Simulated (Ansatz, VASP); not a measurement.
# One calculation of Pt, two programs

POSCAR

```
Pt
1.0
   -1.5842200000      1.5842200000      1.5842200000
    1.5842200000     -1.5842200000      1.5842200000
    1.5842200000      1.5842200000     -1.5842200000
Pt
1
Direct
    0.0000000000      0.0000000000      0.0000000000
```

INCAR.step1

```
ALGO     = Normal         # electronic algorithm
EDIFF    = 1E-4           # SCF threshold, eV
ENCUT    = 520            # plane-wave cutoff, eV
GGA      = PE             # functional
GGA_COMPAT= F            
ISMEAR   = -1             # smearing method
LASPH    = T              # aspherical terms in the spheres
LCHARG   = F              # write CHGCAR
LMAXMIX  = 4              # l up to which the mixer works
LNONCOLLINEAR= T              # non-collinear magnetism
LREAL    = F              # projectors in reciprocal space
LSORBIT  = T              # spin-orbit coupling
LWAVE    = T              # write WAVECAR
MAGMOM   = 0 0 0          # initial moments
NBANDS   = 21             # bands
NELM     = 150            # most SCF steps
PREC     = Accurate       # precision mode
SIGMA    = 0.05           # smearing width, eV
```

INCAR.step2

```
ALGO     = Normal         # electronic algorithm
EDIFF    = 1E-6           # SCF threshold, eV
ENCUT    = 520            # plane-wave cutoff, eV
GGA_COMPAT= F            
ISIF     = 2              # what is computed and relaxed
ISMEAR   = -1             # smearing method
ISTART   = 1            
LASPH    = T              # aspherical terms in the spheres
LCHARG   = F              # write CHGCAR
LMAXMIX  = 4              # l up to which the mixer works
LMIXTAU  = T            
LNONCOLLINEAR= T              # non-collinear magnetism
LORBIT   = 11             # projections on sites
LORBMOM  = T            
LREAL    = F              # projectors in reciprocal space
LSORBIT  = T              # spin-orbit coupling
LWAVE    = F              # write WAVECAR
MAGMOM   = 0 0 0          # initial moments
METAGGA  = R2SCAN         # meta-GGA
NBANDS   = 21             # bands
NELM     = 150            # most SCF steps
PREC     = Accurate       # precision mode
SIGMA    = 0.05           # smearing width, eV
```

File KPOINTS:

```
k-points
0
Gamma
  9 9 9
```

File input.yaml:

```yaml
crystal:
  lattice:
    - [-1.58422, 1.58422, 1.58422]
    - [1.58422, -1.58422, 1.58422]
    - [1.58422, 1.58422, -1.58422]
  atoms:
    - { symbol: Pt, position: [0.0, 0.0, 0.0] }
hamiltonian:
  xc: r2scan
  pseudopotentials: { kind: paw_fr }
magnetization:
  noncollinear: true
  spin_orbit: true
kpoints:
  mp_grid: { grid: [9, 9, 9] }
  band_path:
    path:
      - [[0.0, 0.0, 0.0], [0.5, -0.5, 0.5], [0.0, 0.0, 0.5], [0.0, 0.0, 0.0], [0.25, 0.25, 0.25], [0.5, -0.5, 0.5]]
      - [[0.25, 0.25, 0.25], [0.0, 0.0, 0.5]]
    npoints: 14
scf:
  occupations: { method: fermi_dirac, width: 0.05 }
  n_extra_bands: 6
output:
  forces: true
  stress: true
  eigenvalues: true
  fatbands: true
  write_density: true
  write_potential: true
  elf: true
  volumetric_format: npy
```

Alike in both runs: functional r2SCAN; k mesh 9 × 9 × 9; occupations fermi-dirac, width 0.05 eV; non-collinear spin, spin-orbit coupling.

|  | VASP | Ansatz |
| --- | --- | --- |
| version | VASP 6.6.1 | Ansatz 0.2.0 |
| potentials or method | VASP PAW PBE potentials, release 64 (Pt) | Ansatz PAW |
| plane-wave cutoff (eV) | 520 | 500 |
| valence electrons in the cell | 10 | 18 |
| task | single point | band structure |

Ansatz gave:

| Quantity | Value |
| --- | --- |
| pressure (GPa) | -6.9 |
| net moment per atom (μB) | 0.00 |

Problem. Estimate VASP's values.

Solution. Pressure (GPa): -5.9; net moment per atom (μB): 0.00.

VASP's potentials were made for PBE, not for r2SCAN. VASP's potentials hold 10 valence electrons a cell and Ansatz's 18, so a difference there can come from the potentials and not from the codes.
